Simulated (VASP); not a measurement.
**HfB: vibrations by perturbation theory with PBEsol**

The system is HfB.

```
Hf B
1.0
     0.00000    2.39315    2.39315
     2.39315    0.00000    2.39315
     2.39315    2.39315    0.00000
Hf B
1 1
Direct
  0.50000 0.50000 0.50000
  0.00000 0.00000 0.00000
```

- Program: VASP 6.6.1
- Task: vibrations by perturbation theory
- Functional: PBEsol
- Potentials or basis: VASP PAW PBE potentials, release 64 (Hf_pv, B)
- Cutoff: 520 eV
- k mesh: 12 × 12 × 12
- Occupations: methfessel-paxton, width 0.2 eV
- Spin: no spin polarisation
- Dipole correction: no
- Further INCAR settings: ALGO = Normal; EDIFF = 1e-08; IBRION = 8; NSW = 1

- Highest phonon frequency at Γ, LO-TO splitting left out: 472 cm⁻¹

Phonon frequencies in cm⁻¹ (negative: imaginary):
```
              q point        frequencies
(0.000, 0.000, 0.000)  0 0 0 472 472 472
```

It took 3.5 min on 1 thread of AMD EPYC 9R45 (Zen 5), on a shared host, peak memory 0.24 GiB.
